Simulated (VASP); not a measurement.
The system is Y3N (L12 type).

```
N Y
1.0
     4.60946    0.00000    0.00000
     0.00000    4.60946    0.00000
     0.00000    0.00000    4.60946
N Y
1 3
Cartesian
  0.0000 0.0000 0.0000
  0.0000 2.3047 2.3047
  2.3047 0.0000 2.3047
  2.3047 2.3047 0.0000
```

- Program: VASP 6.6.1
- Task: relaxation of cell and atoms
- Functional: PBE
- Potentials or basis: VASP PAW PBE potentials, release 64 (N, Y_sv)
- Cutoff: 600 eV
- k mesh: 8 × 8 × 8
- Occupations: fermi-dirac, width 0.05 eV
- Spin: no spin polarisation

At the start: pressure -4.1 GPa; volume 24.48 Å³/atom.

Problem. How do energy, volume and symmetry change on relaxing?

Solution. Over 4 steps the energy falls by 41.3 meV/atom and the volume is 21.64 Å³/atom (-11.6 %); space group Pm-3m (No. 221, to 0.1 Å) before and after.

Step by step:
```tsv
step	energy change (eV)	largest force (eV/Å)	pressure (GPa)	volume (Å³)
1	0.0000	0.0000	-4.09	97.94
2	-0.1531	0.0000	-1.32	89.35
3	-0.1650	0.0000	-0.10	86.78
4	-0.1651	0.0000	-0.01	86.56
```

Final structure:
```xyz
4
Lattice="4.4236 0.0000 0.0000 0.0000 4.4236 0.0000 0.0000 0.0000 4.4236" Properties=species:S:1:pos:R:3 pbc="T T T"
N     0.0000    0.0000    0.0000
Y     0.0000    2.2118    2.2118
Y     2.2118    0.0000    2.2118
Y     2.2118    2.2118    0.0000
```

Caveat: the highest band is partly filled, so the run has too few bands.
